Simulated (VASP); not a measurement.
Write the native input for VASP 6.6.1 that does the following.

- Task: single point
- Functional: PBE
- Potentials or basis: VASP PAW PBE potentials, release 64 (Pt)
- Cutoff: 500 eV
- k mesh: 8 × 8 × 8
- Occupations: gaussian, width 0.1 eV
- Spin: no spin polarisation
- Dipole correction: no
- Further INCAR settings: ALGO = Normal; EDIFF = 1e-06; NBANDS = 11

The structure of Pt lies in POSCAR:

```
Pt
1.0
    0.0000000000      1.8852619183      1.8852619183
    1.8852619183      0.0000000000      1.8852619183
    1.8852619183      1.8852619183      0.0000000000
Pt
1
Direct
    0.0000000000      0.0000000000      0.0000000000
```

This cell differs from its parent crystal: Os replaced by Pt, lengths x 0.967, strained.

The input as run:

INCAR

```
SYSTEM = Pt
PREC = Accurate ; ENCUT = 500
EDIFF = 1E-6 ; ISMEAR = 0
SIGMA = 0.1 ; LREAL = .False.
LASPH = .True. ; NELM = 120
ALGO = Normal ; ISIF = 2
LWAVE = .False. ; LCHARG = .False.
GGA = PE ; NBANDS = 11
GGA_COMPAT = .False.
```

KPOINTS

```
regular mesh
0
Gamma
  8 8 8
  0 0 0
```

Potentials or basis: VASP PAW PBE potentials, release 64 (Pt).

Launch:

```console
$ cat potpaw_PBE.64/Pt/POTCAR > POTCAR
$ mpirun -np 1 vasp_std > vasp.out
```

Results of the run:

| Quantity | Value |
| --- | --- |
| Pressure | 57.0 GPa |
| Band gap on the k mesh | zero (band 5 reaches 14.30 eV, above the bottom of band 6 at 11.56 eV) |

Caveat: the k points lie up to 0.36 Å⁻¹ apart; the cell differs from its parent crystal (Os replaced by Pt, lengths x 0.967, strained); spin-orbit coupling is left out, which moves the levels of the heavy elements.

It took 4.5 s on 1 thread of AMD EPYC 9R45 (Zen 5) (shared host), peak memory 0.09 GiB.
